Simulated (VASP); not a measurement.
# Co (Fm-3m) in VASP: further runs

Runs on Co. Level: revPBE. Tasks: single point.

All numbers are computed with VASP 6.6.1; they aren't measurements. Logs are shortened: lines on timing, memory, paths and dates and some standing lists are left out, and cuts for length are marked.

## (1) The cell of the first run

The structure is cubic, space group Fm-3m (No. 225). Conventional cell: a = 3.545 Å, b = 3.545 Å, c = 3.545 Å, α = 90.00°, β = 90.00°, γ = 90.00°. Co (site symmetry m-3m) has 12 Co at 2.51 Å within 3.3 Å.

## (2) Single point, revPBE, collinear spin, ferromagnetic start

INCAR reads:

```
PREC = Accurate
ENCUT = 520
EDIFF = 1E-7
ISMEAR = -1
SIGMA = 0.05
LREAL = False
LASPH = True
NELM = 150
ALGO = Normal
ISIF = 2
LWAVE = False
LCHARG = True
ISPIN = 2
MAGMOM = 1.751
LORBIT = 11
LMAXMIX = 4
GGA = RE
LELF = True
LVHAR = True
NBANDS = 14
```

KPOINTS reads:

```
Automatic mesh
0
Gamma
  25 25 25
```

POSCAR reads:

```
Co
1.0
    0.0000000000      1.7724614484      1.7724614484
    1.7724614484      0.0000000000      1.7724614484
    1.7724614484      1.7724614484      0.0000000000
Co
1
Direct
    0.0000000000      0.0000000000      0.0000000000
```

Potentials or basis: VASP PAW PBE potentials, release 64 (Co).

The run is started by

```sh
$ cat potpaw_PBE.64/Co/POTCAR > POTCAR
$ mpirun -np 1 vasp_std > vasp.out
```

OUTCAR:

```text
PREC = Accurate
   ENCUT = 520
   EDIFF = 1E-7
   ISMEAR = -1
   LREAL = False
   LASPH = True
   NELM = 150
   ISIF = 2
   ISPIN = 2
   LORBIT = 11
   GGA = RE

 ion  position               nearest neighbor table
   1  0.000  0.000  0.000-

  LATTYP: Found a face centered cubic cell.
 ALAT       =     3.5449228968

  Lattice vectors:

 A1 = (   0.0000000000,   1.7724614484,   1.7724614484)
 A2 = (   1.7724614484,   0.0000000000,   1.7724614484)
 A3 = (   1.7724614484,   1.7724614484,   0.0000000000)

Analysis of symmetry for initial positions (statically):
=====================================================================
 Subroutine PRICEL returns:
 Original cell was already a primitive cell.

 Routine SETGRP: Setting up the symmetry group for a
 face centered cubic supercell.

 Subroutine GETGRP returns: Found 48 space group operations
 (whereof 48 operations were pure point group operations)
 out of a pool of 48 trial point group operations.

The static configuration has the point symmetry O_h .

Analysis of symmetry for dynamics (positions and initial velocities):
=====================================================================
 Subroutine PRICEL returns:
 Original cell was already a primitive cell.

 Routine SETGRP: Setting up the symmetry group for a
 face centered cubic supercell.

 Subroutine GETGRP returns: Found 48 space group operations
 (whereof 48 operations were pure point group operations)
 out of a pool of 48 trial point group operations.

The dynamic configuration has the point symmetry O_h .

Analysis of structural, dynamic, and magnetic symmetry:
=====================================================================
 Subroutine PRICEL returns:
 Original cell was already a primitive cell.

 Routine SETGRP: Setting up the symmetry group for a
 face centered cubic supercell.

 Subroutine GETGRP returns: Found 48 space group operations
 (whereof 48 operations were pure point group operations)
 out of a pool of 48 trial point group operations.

The overall configuration has the point symmetry O_h .

 Subroutine INISYM returns: Found 48 space group operations
 (whereof 48 operations are pure point group operations),
 and found     1 'primitive' translations

----------------------------------------------------------------------------------------

                                     Primitive cell

  volume of cell :      11.1368

  direct lattice vectors                    reciprocal lattice vectors
     0.000000000  1.772461448  1.772461448    -0.282093583  0.282093583  0.282093583
     1.772461448  0.000000000  1.772461448     0.282093583 -0.282093583  0.282093583
     1.772461448  1.772461448  0.000000000     0.282093583  0.282093583 -0.282093583

  length of vectors
[... 122 lines left out ...]
  ---------------------------------------------------
  free energy    TOTEN  =        -6.61467756 eV

  energy without entropy =       -6.60438601  energy(sigma->0) =       -6.60953179

 E-fermi :  10.1139     XC(G=0): -13.1707

 val. band max:       10.1115923579   @ k =  -0.2400   0.2000   0.0000
 cond. band min:      10.1162189149   @ k =  -0.4000   0.3200   0.1600
 fundamental gap:      0.0046265570
 Fermi energy:        10.1139400859

 spin component 1

 k-point     1 :       0.0000    0.0000    0.0000
  band No.  band energies     occupation
      1       1.2453      1.00000
      2       7.3841      1.00000
      3       7.3841      1.00000
      4       7.3841      1.00000
      5       8.3553      1.00000
      6       8.3553      1.00000
      7      32.9090      0.00000
      8      37.0841      0.00000
      9      37.0841      0.00000
     10      37.0841      0.00000
     11      40.1519      0.00000
     12      40.1519      0.00000
     13      40.1519      0.00000
     14      42.7656      0.00000
[... 379 lines left out ...]
      3       7.3118      1.00000
      4       8.5893      1.00000
      5       9.1816      1.00000
      6       9.5946      0.99997
      7      17.2247      0.00000
      8      31.4190      0.00000
      9      33.6178      0.00000
     10      34.6173      0.00000
     11      37.6455      0.00000
     12      38.4230      0.00000
     13      43.4526      0.00000
     14      47.0466      0.00000

 [... further k-points ...]

 spin component 2

 k-point     1 :       0.0000    0.0000    0.0000
  band No.  band energies     occupation
      1       1.2238      1.00000
      2       9.0016      1.00000
      3       9.0016      1.00000
      4       9.0016      1.00000
      5      10.4309      0.00176
      6      10.4309      0.00176
      7      32.5190      0.00000
      8      37.2085      0.00000
      9      37.2085      0.00000
     10      37.2085      0.00000
     11      40.4091      0.00000
     12      40.4091      0.00000
     13      40.4091      0.00000
     14      42.3404      0.00000
[... 379 lines left out ...]
      3       9.0770      1.00000
      4       9.1844      1.00000
      5      11.1595      0.00000
      6      11.2000      0.00000
      7      18.0506      0.00000
      8      31.1079      0.00000
      9      33.9215      0.00000
     10      34.9197      0.00000
     11      37.8634      0.00000
     12      38.6558      0.00000
     13      43.9397      0.00000
     14      50.4798      0.00000

 [... further k-points ...]

------------------------ aborting loop because EDIFF is reached ----------------------------------------

  FORCE on cell =-STRESS in cart. coord.  units (eV):
  Direction    XX          YY          ZZ          XY          YZ          ZX
  --------------------------------------------------------------------------------------
  -------------------------------------------------------------------------------------
  Total       -0.0340279     -0.0340279     -0.0340279      0.0000000      0.0000000      0.0000000
  in kB       -4.8953625     -4.8953625     -4.8953625      0.0000000      0.0000000      0.0000000
  external PRESSURE =      -4.8953625 kB  Pullay stress =       0.0000000 kB

 VOLUME and BASIS-vectors are now :
 -----------------------------------------------------------------------------
  energy-cutoff  :      520.00
  volume of cell :       11.14
      direct lattice vectors                 reciprocal lattice vectors
     0.000000000  1.772461448  1.772461448    -0.282093583  0.282093583  0.282093583
     1.772461448  0.000000000  1.772461448     0.282093583 -0.282093583  0.282093583
     1.772461448  1.772461448  0.000000000     0.282093583  0.282093583 -0.282093583

 POSITION                                       TOTAL-FORCE (eV/Angst)
 -----------------------------------------------------------------------------------
      0.00000      0.00000      0.00000        -0.000000     -0.000000     -0.000000
 -----------------------------------------------------------------------------------
    total drift:                                0.000000      0.000000      0.000000

  FREE ENERGIE OF THE ION-ELECTRON SYSTEM (eV)
  ---------------------------------------------------
  free  energy   TOTEN  =        -6.6146775645 eV

  energy  without entropy=       -6.6043860085  energy(sigma->0) =       -6.60953179

 total charge

# of ion       s       p       d       tot
------------------------------------------
    1        0.481   0.503   7.238   8.222

 magnetization (x)

# of ion       s       p       d       tot
------------------------------------------
    1       -0.013  -0.050   1.754   1.691
```

OSZICAR:

```text
N       E                     dE             d eps       ncg     rms          rms(c)
DAV:   1     0.281599293392E+02    0.28160E+02   -0.37821E+03 26474   0.758E+02
DAV:   2    -0.636048611626E+01   -0.34520E+02   -0.32085E+02 27970   0.146E+02
DAV:   3    -0.758455033855E+01   -0.12241E+01   -0.12141E+01 31794   0.289E+01
DAV:   4    -0.759333276218E+01   -0.87824E-02   -0.87799E-02 31508   0.228E+00
DAV:   5    -0.759346971361E+01   -0.13695E-03   -0.13695E-03 33646   0.264E-01    0.100E+01
DAV:   6    -0.682175999462E+01    0.77171E+00   -0.12714E+01 35324   0.392E+01    0.494E+00
DAV:   7    -0.662976944545E+01    0.19199E+00   -0.15528E+00 31554   0.125E+01    0.257E+00
DAV:   8    -0.662129971001E+01    0.84697E-02   -0.17038E-02 33712   0.850E-01    0.135E+00
DAV:   9    -0.661447002477E+01    0.68297E-02   -0.89030E-03 37544   0.672E-01    0.364E-01
DAV:  10    -0.661465095415E+01   -0.18093E-03   -0.25020E-03 34192   0.341E-01    0.132E-01
DAV:  11    -0.661467286846E+01   -0.21914E-04   -0.76811E-05 32022   0.825E-02    0.608E-02
DAV:  12    -0.661467590653E+01   -0.30381E-05   -0.46020E-06 35050   0.213E-02    0.329E-02
DAV:  13    -0.661467712042E+01   -0.12139E-05   -0.61418E-06 33612   0.160E-02    0.440E-03
DAV:  14    -0.661467757916E+01   -0.45874E-06   -0.23639E-07 26484   0.466E-03    0.489E-04
DAV:  15    -0.661467756448E+01    0.14681E-07   -0.10862E-08 17222   0.105E-03
   1 F= -.66146776E+01 E0= -.66095318E+01  d E =-.102916E-01  mag=     1.6671
```

stdout:

```text
POSCAR found type information on POSCAR Co
 POSCAR found :  1 types and       1 ions
 scaLAPACK will be used
 -----------------------------------------------------------------------------
|                                                                             |
|                                                                             |
|     You enforced a specific xc type in the INCAR file but a different       |
|     I HOPE YOU KNOW WHAT YOU ARE DOING!                                     |
|                                                                             |
 -----------------------------------------------------------------------------

 LDA part: xc-table for (Slater+PW92), standard interpolation
 POSCAR, INCAR and KPOINTS ok, starting setup
 FFT: planning ... GRIDC
 FFT: planning ... GRID_SOFT
 FFT: planning ... GRID
 WAVECAR not read
 entering main loop
```

Wall time 2.3 min (1 thread of Intel Xeon Platinum 8259CL at 2.50GHz (Skylake/Cascade Lake), shared host); peak memory 0.22 GiB.

What came out:

```
Free energy                                           : -6.6147 eV
Pressure                                              : -0.5 GPa
Net moment                                            : 1.67 μB per cell
Site moments                                          : Co +1.69 μB
Valence electrons inside the program's atomic spheres : Co 8.22
```

Caveat: the PAW data sets were made with another functional, which shifts forces and pressure a little.

## (3) Single point, revPBE

This run uses another cell than the first one, of 10.51 Å³/atom, 0.944 times its volume.

INCAR reads:

```
  PREC = Accurate
  ENCUT = 520
  EDIFF = 1E-6
  ISMEAR = -1
  SIGMA = 0.1
  LREAL = F
  LASPH = T
  NELM = 80
  ALGO = Normal
  ISIF = 2
  LWAVE = F
  LCHARG = T
  GGA = RE
  LELF = T
  LVHAR = T
  NBANDS = 10
```

KPOINTS reads:

```
Automatic mesh
0
Gamma
  15 15 15
```

POSCAR reads:

```
Co
1.0
    0.0000000000      1.7388167297      1.7388167297
    1.7388167297      0.0000000000      1.7388167297
    1.7388167297      1.7388167297      0.0000000000
Co
1
Direct
    0.0000000000      0.0000000000      0.0000000000
```

Potentials or basis: VASP PAW PBE potentials, release 64 (Co).

The run is started by

```sh
$ cat potpaw_PBE.64/Co/POTCAR > POTCAR
$ mpirun -np 1 vasp_std > vasp.out
```

It took 22 s on 1 thread of Intel Xeon 8259CL, shared host; peak memory 0.1 GiB.

It converged, with:

```yaml
Free_energy: -6.4385 eV
Pressure: -0.6 GPa
```

Levels at points of the mesh, in eV from the Fermi level:
| k point | band 2 | band 3 | band 4 | band 5 | band 6 | band 7 |
| --- | --- | --- | --- | --- | --- | --- |
| (0.00, 0.00, 0.00) | -1.85 | -1.85 | -1.85 | -0.54 | -0.54 | 23.35 |

Caveat: the PAW data sets were made with another functional, which shifts forces and pressure a little; the run has no spin polarisation, though such a crystal can be magnetic.
